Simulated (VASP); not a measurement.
# CdSiN2 (P-4m2) in VASP: further runs

The runs below take CdSiN2 through single point, with PBE, r2SCAN.

Everything below comes from runs of VASP 6.6.1. Logs are shortened: lines on timing, memory, paths and dates and some standing lists are left out, and cuts for length are marked.

## (1) The cell of the first run

It takes space group P-4m2 (No. 115, tetragonal). Conventional cell: a = 3.050 Å, b = 3.050 Å, c = 10.203 Å, α = 90.00°, β = 90.00°, γ = 90.00°. Within 2.8 Å of Cd (site symmetry 2mm) lie 4 N at 2.08 to 2.43 Å. Within 2.8 Å of N (site symmetry -4m2) lie 4 Cd at 2.08 Å. N (site symmetry 2mm) has 2 Si at 1.69 Å within 2.2 Å. Within 2.5 Å of N (site symmetry -4m2) lie 4 Si at 1.86 Å. Si (site symmetry 2mm) has 4 N at 1.69 to 1.86 Å within 2.2 Å.

## (2) Single point, PBE (11.86 Å³/atom)

INCAR

```
SYSTEM = CdSiN2
PREC = Accurate ; ENCUT = 700
EDIFF = 1E-6 ; ISMEAR = -1
SIGMA = 0.02 ; LREAL = .FALSE.
LASPH = .TRUE. ; NELM = 120
ALGO = Normal ; ISIF = 2
LWAVE = .FALSE. ; LCHARG = .TRUE.
GGA = PE ; LELF = .TRUE.
LVHAR = .TRUE. ; NBANDS = 44
GGA_COMPAT = .FALSE.
```

KPOINTS

```
regular mesh
0
G
  6 6 2
  0 0 0
```

POSCAR

```
CdSiN2
1.0
    3.0498862712      0.0000000000      0.0000000000
    0.0000000000      3.0498862712      0.0000000000
    0.0000000000      0.0000000000     10.2029294867
Cd N Si
2 4 2
Direct
    0.5000000000      0.0000000000      0.8612896092
    0.0000000000      0.5000000000      0.1387103908
    0.5000000000      0.5000000000      0.0000000000
    0.0000000000      0.0000000000      0.3241738653
    0.5000000000      0.5000000000      0.5000000000
    0.0000000000      0.0000000000      0.6758261347
    0.5000000000      0.0000000000      0.3956506726
    0.0000000000      0.5000000000      0.6043493274
```

Potentials or basis: VASP PAW PBE potentials, release 64 (Cd_sv_GW, N, Si).

Command:

```bash
> cat potpaw_PBE.64/Cd_sv_GW/POTCAR potpaw_PBE.64/N/POTCAR potpaw_PBE.64/Si/POTCAR > POTCAR
> mpirun -np 1 vasp_std > vasp.out
```

OUTCAR:

```text
SYSTEM = CdSiN2
   PREC = Accurate
   ENCUT = 700
   EDIFF = 1E-6
   ISMEAR = -1
   LREAL = .FALSE.
   LASPH = .TRUE.
   NELM = 120
   ISIF = 2
   GGA = PE

 ion  position               nearest neighbor table
   1  0.500  0.000  0.861-   3 2.08   3 2.08
   2  0.000  0.500  0.139-   3 2.08   3 2.08
   3  0.500  0.500  0.000-   1 2.08   2 2.08   1 2.08   2 2.08
   4  0.000  0.000  0.324-   7 1.69   7 1.69
   5  0.500  0.500  0.500-   7 1.86   8 1.86   7 1.86   8 1.86
   6  0.000  0.000  0.676-   8 1.69   8 1.69
   7  0.500  0.000  0.396-   4 1.69   4 1.69   5 1.86   5 1.86   8 3.03   8 3.03   8 3.03   8 3.03

   8  0.000  0.500  0.604-   6 1.69   6 1.69   5 1.86   5 1.86   7 3.03   7 3.03   7 3.03   7 3.03

  LATTYP: Found a simple tetragonal cell.
 ALAT       =     3.0498862712
 C/A-ratio  =     3.3453475243

  Lattice vectors:

 A1 = (   3.0498862712,   0.0000000000,   0.0000000000)
 A2 = (   0.0000000000,   3.0498862712,   0.0000000000)
 A3 = (   0.0000000000,   0.0000000000,  10.2029294867)

Analysis of symmetry for initial positions (statically):
=====================================================================
 Subroutine PRICEL returns:
 Original cell was already a primitive cell.

 Routine SETGRP: Setting up the symmetry group for a
 simple tetragonal supercell.

 Subroutine GETGRP returns: Found  8 space group operations
 (whereof  8 operations were pure point group operations)
 out of a pool of 16 trial point group operations.

The static configuration has the point symmetry D_2d.

Analysis of symmetry for dynamics (positions and initial velocities):
=====================================================================
 Subroutine PRICEL returns:
 Original cell was already a primitive cell.

 Routine SETGRP: Setting up the symmetry group for a
 simple tetragonal supercell.

 Subroutine GETGRP returns: Found  8 space group operations
 (whereof  8 operations were pure point group operations)
 out of a pool of 16 trial point group operations.

The dynamic configuration has the point symmetry D_2d.

 Subroutine INISYM returns: Found  8 space group operations
 (whereof  8 operations are pure point group operations),
 and found     1 'primitive' translations

----------------------------------------------------------------------------------------

                                     Primitive cell

  volume of cell :      94.9057

  direct lattice vectors                    reciprocal lattice vectors
     3.049886271  0.000000000  0.000000000     0.327881079  0.000000000  0.000000000
     0.000000000  3.049886271  0.000000000     0.000000000  0.327881079  0.000000000
     0.000000000  0.000000000 10.202929487     0.000000000  0.000000000  0.098011066

  length of vectors
     3.049886271  3.049886271 10.202929487     0.327881079  0.327881079  0.098011066

  position of ions in fractional coordinates (direct lattice)
     0.500000000  0.000000000  0.861289609
     0.000000000  0.500000000  0.138710391
     0.500000000  0.500000000  0.000000000
     0.000000000  0.000000000  0.324173865
     0.500000000  0.500000000  0.500000000
     0.000000000  0.000000000  0.675826135
     0.500000000  0.000000000  0.395650673
     0.000000000  0.500000000  0.604349327

  ion indices of the primitive-cell ions
   primitive index   ion index
                 1           1
                 2           2
                 3           3
                 4           4
                 5           5
                 6           6
                 7           7
                 8           8

----------------------------------------------------------------------------------------

 KPOINTS: regular mesh

Automatic generation of k-mesh.
 Grid dimensions read from file:
 generate k-points for:    6    6    2

 Generating k-lattice:

  Cartesian coordinates                     Fractional coordinates (reciprocal lattice)
     0.054646846  0.000000000  0.000000000     0.166666667  0.000000000  0.000000000
     0.000000000  0.054646846  0.000000000     0.000000000  0.166666667  0.000000000
     0.000000000  0.000000000  0.049005533     0.000000000  0.000000000  0.500000000

  Length of vectors
     0.054646846  0.054646846  0.049005533

  Shift w.r.t. Gamma in fractional coordinates (k-lattice)
     0.000000000  0.000000000  0.000000000

 Subroutine IBZKPT returns following result:
 ===========================================

 Found     20 irreducible k-points:

 Following reciprocal coordinates:
            Coordinates               Weight
  0.000000  0.000000  0.000000      1.000000
  0.166667  0.000000  0.000000      4.000000
  0.333333  0.000000  0.000000      4.000000
  0.500000  0.000000  0.000000      2.000000
  0.166667  0.166667  0.000000      4.000000
  0.333333  0.166667  0.000000      8.000000
[... 12 lines left out ...]
  0.500000  0.333333  0.500000      4.000000
  0.500000  0.500000  0.500000      1.000000
[... 28 lines left out ...]
   PSTRESS=    0.0 pullay stress
   NELECT =      68.0000    total number of electrons
   NUPDOWN=      -1.0000    fix difference up-down
   EMIN   =  10.00;   EMAX   =-10.00  energy-range for DOS
   EFERMI =   0.00;   METHOD = LEGACY
   ISMEAR =    -1;   SIGMA  =   0.02  broadening in eV -4-tet -1-fermi 0-gaus
   EFERMI_NEDOS =   21; number of points for ismear=-14 and -15
   IALGO  =     38    algorithm
   IMIX   =      4    mixing-type and parameters
     AMIX     =   0.40;   BMIX     =  1.00
     AMIX_MAG =   1.60;   BMIX_MAG =  1.00
  volume/ion in A,a.u.               =      11.86        80.06
  Fermi-wavevector in a.u.,A,eV,Ry     =   1.464919  2.768296 29.197953  2.145989
  Thomas-Fermi vector in A             =   2.580838
   LORBIT       =      0    0 simple, 1 ext, 2 COOP (PROOUT), +10 PAW based schemes
   GGA     = PE    functional components
   LHFCALC =     F    Hartree Fock is set to
   AEXX    =    0.0000 exact exchange contribution
   IVDW    =     0    specifies the selected vdW correction
   LEPSILON=     F    determine dielectric tensor
   LRPA    =     F    only Hartree local field effects (RPA)
 non-spin polarized calculation
  energy-cutoff  :      700.00
  volume of cell :       94.91
 maximum number of plane-waves:      4045
 NGX is ok and might be reduce to    28
   NGX = 13   NGY = 13   NGZ = 45

 number of electron      68.0000010 magnetization

 Free energy of the ion-electron system (eV)
  ---------------------------------------------------
  ext. energy  EPLUGINS =         0.00000000
  ---------------------------------------------------
  free energy    TOTEN  =       -46.48081893 eV

  energy without entropy =      -46.47643494  energy(sigma->0) =      -46.47862693

 E-fermi :   8.8946     XC(G=0): -11.5127

 val. band max:        8.8738219530   @ k =   0.0000   0.0000   0.0000
 cond. band min:       8.9123448050   @ k =   0.1667   0.0000   0.0000
 fundamental gap:      0.0385228521
 Fermi energy:         8.8945651363

 k-point     1 :       0.0000    0.0000    0.0000
  band No.  band energies     occupation
      1     -94.0546      2.00000
      2     -94.0545      2.00000
      3     -55.1770      2.00000
      4     -55.1770      2.00000
      5     -55.1122      2.00000
      6     -55.1122      2.00000
[... 36 lines left out ...]
     43      16.3563      0.00000
     44      16.5935      0.00000

 k-point     2 :       0.1667    0.0000    0.0000
  band No.  band energies     occupation
      1     -94.0543      2.00000
      2     -94.0541      2.00000
      3     -55.1837      2.00000
      4     -55.1765      2.00000
      5     -55.1194      2.00000
      6     -55.1117      2.00000
[... 36 lines left out ...]
     43      15.9162      0.00000
     44      16.1438      0.00000

 k-point     3 :       0.3333    0.0000    0.0000
  band No.  band energies     occupation
      1     -94.0535      2.00000
      2     -94.0534      2.00000
      3     -55.1971      2.00000
      4     -55.1755      2.00000
      5     -55.1337      2.00000
      6     -55.1108      2.00000
[... 788 lines left out ...]
     43      15.0761      0.00000
     44      15.0797      0.00000

 k-point    20 :       0.5000    0.5000    0.5000
  band No.  band energies     occupation
      1     -94.0516      2.00000
      2     -94.0516      2.00000
      3     -55.2021      2.00000
      4     -55.2010      2.00000
      5     -55.1396      2.00000
      6     -55.1378      2.00000
[... 36 lines left out ...]
     43      14.6089      0.00000
     44      15.9728      0.00000

------------------------ aborting loop because EDIFF is reached ----------------------------------------

  FORCE on cell =-STRESS in cart. coord.  units (eV):
  Direction    XX          YY          ZZ          XY          YZ          ZX
  --------------------------------------------------------------------------------------
  -------------------------------------------------------------------------------------
  Total        6.7074096      6.7074096      6.2068752      0.0000000      0.0000000      0.0000000
  in kB      113.2330581    113.2330581    104.7831425      0.0000000      0.0000000      0.0000000
  external PRESSURE =     110.4164196 kB  Pullay stress =       0.0000000 kB

 VOLUME and BASIS-vectors are now :
 -----------------------------------------------------------------------------
  energy-cutoff  :      700.00
  volume of cell :       94.91
      direct lattice vectors                 reciprocal lattice vectors
     3.049886271  0.000000000  0.000000000     0.327881079  0.000000000  0.000000000
     0.000000000  3.049886271  0.000000000     0.000000000  0.327881079  0.000000000
     0.000000000  0.000000000 10.202929487     0.000000000  0.000000000  0.098011066

 POSITION                                       TOTAL-FORCE (eV/Angst)
 -----------------------------------------------------------------------------------
      1.52494      0.00000      8.78768         0.000000     -0.000000     -0.496724
      0.00000      1.52494      1.41525        -0.000000     -0.000000      0.496724
      1.52494      1.52494      0.00000         0.000000     -0.000000      0.000000
      0.00000      0.00000      3.30752        -0.000000     -0.000000     -0.526605
      1.52494      1.52494      5.10146         0.000000      0.000000      0.000000
      0.00000      0.00000      6.89541         0.000000     -0.000000      0.526605
      1.52494      0.00000      4.03680         0.000000     -0.000000      0.023900
      0.00000      1.52494      6.16613         0.000000      0.000000     -0.023900
 -----------------------------------------------------------------------------------
    total drift:                               -0.000000      0.000000      0.000000

  FREE ENERGIE OF THE ION-ELECTRON SYSTEM (eV)
  ---------------------------------------------------
  free  energy   TOTEN  =       -46.4808189267 eV

  energy  without entropy=      -46.4764349432  energy(sigma->0) =      -46.47862693
```

Wall time 2.1 min (1 thread of Intel Xeon Platinum 8488C (Sapphire Rapids), shared host); peak memory 0.32 GiB.

Results:

```yaml
Free_energy: -46.4808 eV
Pressure: 11.0 GPa
Largest_force: 0.527 eV/Å
Band_gap_on_the_k_mesh: zero (bands 34 and 35 overlap by 0.41 eV)
```

Forces in eV/Å, atoms in the order of the input:
```
Cd   0.000  0.000 -0.497
Cd   0.000  0.000  0.497
N    0.000  0.000  0.000
N    0.000  0.000 -0.527
N    0.000  0.000  0.000
N    0.000  0.000  0.527
Si   0.000  0.000  0.024
Si   0.000  0.000 -0.024
```

Levels at points of the mesh, in eV from the Fermi level:
| k point | band 30 | band 31 | band 32 | band 33 | band 34 | band 35 | band 36 | band 37 | band 38 | band 39 |
| --- | --- | --- | --- | --- | --- | --- | --- | --- | --- | --- |
| (0.00, 0.00, 0.00) | -3.46 | -3.37 | -3.37 | -1.17 | -0.33 | -0.33 | -0.02 | 1.25 | 1.88 | 2.27 |
| (0.50, 0.00, 0.00) | -5.51 | -3.77 | -3.23 | -3.12 | 0.08 | 0.79 | 1.44 | 2.58 | 2.63 | 3.69 |
| (0.50, 0.50, 0.00) | -5.25 | -4.56 | -3.14 | -3.14 | -2.94 | -0.12 | 1.09 | 2.67 | 3.79 | 4.48 |
| (0.00, 0.00, 0.50) | -4.06 | -3.35 | -3.35 | -0.34 | -0.34 | -0.13 | -0.11 | 0.60 | 1.59 | 2.39 |
| (0.50, 0.00, 0.50) | -5.02 | -3.99 | -3.40 | -3.12 | 0.08 | 1.32 | 1.65 | 1.73 | 2.07 | 4.16 |
| (0.50, 0.50, 0.50) | -5.24 | -4.76 | -3.13 | -3.13 | -3.09 | 0.39 | 1.73 | 1.97 | 2.56 | 4.71 |

Caveat: the cell stands under pressure; semilocal functionals underestimate gaps, and a narrow one can read as zero.

[end of part 1 of 2]

The gap in the log of VASP goes by the Fermi energy; the results here count the filled bands.